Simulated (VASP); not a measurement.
Input of a VASP 6.6.1 run:

File INCAR:

```
SYSTEM = Ge32H19N
ALGO = Normal
EDIFF = 1E-6
ENCUT = 520
GGA = PS
ISIF = 2
ISMEAR = 0
LASPH = .True.
LCHARG = .False.
LREAL = Auto
LWAVE = .False.
NBANDS = 268
NELM = 100
PREC = Accurate
SIGMA = 0.03
```

KPOINTS

```
k-points
0
Gamma
  1 1 1
  0 0 0
```

The input POSCAR:

```
Ge32H19N
1.0
    8.0016200000      8.0016200000      0.0000000000
   -8.0016200000      8.0016200000      0.0000000000
    0.0000000000      0.0000000000     20.9129000000
Ge H N
32 19 1
Direct
   -0.3116030400      0.3132913800      0.3427837100
   -0.1800131100     -0.3066390900      0.3410474200
    0.0448675000     -0.0313232400      0.3839739500
    0.3186772000      0.1916646700      0.3415172000
   -0.0326310900     -0.4644349500      0.3817176100
    0.1970771700     -0.1953826600      0.3495129800
    0.4659074900      0.0328462300      0.3815716000
    0.5406036900     -0.5275329700      0.3812045700
   -0.1191885400      0.3853461400      0.3034134800
   -0.1072994500     -0.1136692400      0.3056212600
    0.1285354500      0.1153524300      0.3019361900
    0.3899336100      0.3850200100      0.3040727100
    0.1135049700     -0.3776158300      0.3018516300
    0.3792686300     -0.1138496700      0.3010590100
    0.6142198100      0.1210309700      0.3038652700
    0.6287020500     -0.3822422600      0.3007152600
    0.0018708600      0.2488179800      0.2354410000
   -0.0003383300     -0.2510783300      0.2292265200
    0.2524494700     -0.0018814500      0.2279505200
    0.4996014200      0.2498135700      0.2292096800
    0.2497157300     -0.4990994200      0.2354178000
    0.5010895000     -0.2500368000      0.2349213700
    0.7510793900      0.0000345500      0.2359402600
    0.7517061000     -0.5020328200      0.2283686300
   -0.1250000000      0.1250000000      0.1644630000
   -0.1250000000     -0.3750000000      0.1644630000
    0.1250000000     -0.1250000000      0.1644630000
    0.3750000000      0.1250000000      0.1644630000
    0.1250000000     -0.6250000000      0.1644630000
    0.3750000000     -0.3750000000      0.1644630000
    0.6250000000     -0.1250000000      0.1644630000
    0.6250000000     -0.6250000000      0.1644630000
   -0.0489780000      0.0489780000      0.1195430000
   -0.2010220000      0.2010220000      0.1195430000
   -0.0489780000     -0.4510220000      0.1195430000
   -0.2010220000     -0.2989780000      0.1195430000
    0.2010220000     -0.2010220000      0.1195430000
    0.0489780000     -0.0489780000      0.1195430000
    0.4510220000      0.0489780000      0.1195430000
    0.2989780000      0.2010220000      0.1195430000
    0.2010220000     -0.7010220000      0.1195430000
    0.0489780000     -0.5489780000      0.1195430000
    0.4510220000     -0.4510220000      0.1195430000
    0.2989780000     -0.2989780000      0.1195430000
    0.7010220000     -0.2010220000      0.1195430000
    0.5489780000     -0.0489780000      0.1195430000
    0.7010220000     -0.7010220000      0.1195430000
    0.5489780000     -0.5489780000      0.1195430000
    0.2058818700     -0.3016232700      0.4650965200
    0.3124359600     -0.1997688500      0.4620224600
    0.3308845300     -0.3293470800      0.4263457100
    0.2700837600     -0.2649506900      0.4369113500
```

Potentials or basis: VASP PAW PBE potentials, release 64 (Ge_d, H, N).

The run is started by

```console
$ cat potpaw_PBE.64/Ge_d/POTCAR potpaw_PBE.64/H/POTCAR potpaw_PBE.64/N/POTCAR > POTCAR
$ mpirun -np 1 vasp_gam > vasp.out
```

**Question.** What does it give for the largest force?

**Answer.** 0.750 eV/Å.

Forces on the atoms (eV/Å):
```
Ge  -0.139  0.007 -0.170
Ge   0.156  0.035 -0.175
Ge   0.079 -0.015 -0.228
Ge   0.163  0.018 -0.194
Ge  -0.146 -0.004 -0.257
Ge   0.029  0.011  0.079
Ge  -0.137  0.013 -0.244
Ge   0.137 -0.010 -0.240
Ge  -0.106 -0.021 -0.008
Ge   0.102 -0.034  0.006
Ge   0.098  0.029 -0.008
Ge   0.114 -0.022 -0.007
Ge  -0.099 -0.010 -0.008
Ge  -0.096 -0.001 -0.014
Ge  -0.117  0.010 -0.002
Ge   0.113  0.017 -0.016
Ge  -0.002  0.004 -0.023
Ge   0.001 -0.049  0.063
Ge  -0.013  0.031  0.053
Ge   0.001 -0.020  0.086
Ge  -0.006  0.011 -0.024
Ge  -0.002  0.009 -0.027
Ge   0.004  0.014 -0.021
Ge  -0.017 -0.003  0.078
Ge  -0.140  0.044  0.735
Ge   0.053 -0.011 -0.391
Ge  -0.101 -0.080 -0.322
Ge   0.021 -0.086 -0.410
Ge   0.172 -0.026  0.718
Ge  -0.136  0.046  0.690
Ge   0.178  0.053  0.719
Ge  -0.056 -0.074 -0.360
H    0.069 -0.008  0.017
H    0.049  0.015  0.036
H   -0.014  0.046 -0.041
H    0.051 -0.025  0.001
H   -0.039 -0.064  0.001
H    0.010  0.004 -0.039
H   -0.013  0.066 -0.040
H    0.054  0.030  0.000
H   -0.036  0.012  0.027
H   -0.067  0.028  0.035
H    0.061 -0.009  0.019
H    0.038  0.013  0.026
H   -0.036  0.031  0.024
H   -0.070  0.027  0.037
H   -0.051 -0.057  0.003
H    0.014  0.005 -0.012
H   -0.050 -0.104  0.047
H   -0.053  0.095  0.029
H    0.130 -0.011 -0.074
N   -0.154  0.018 -0.176
```

Caveat: the k points lie up to 0.56 Å⁻¹ apart; the PAW data sets were made with another functional, which shifts forces and pressure a little.
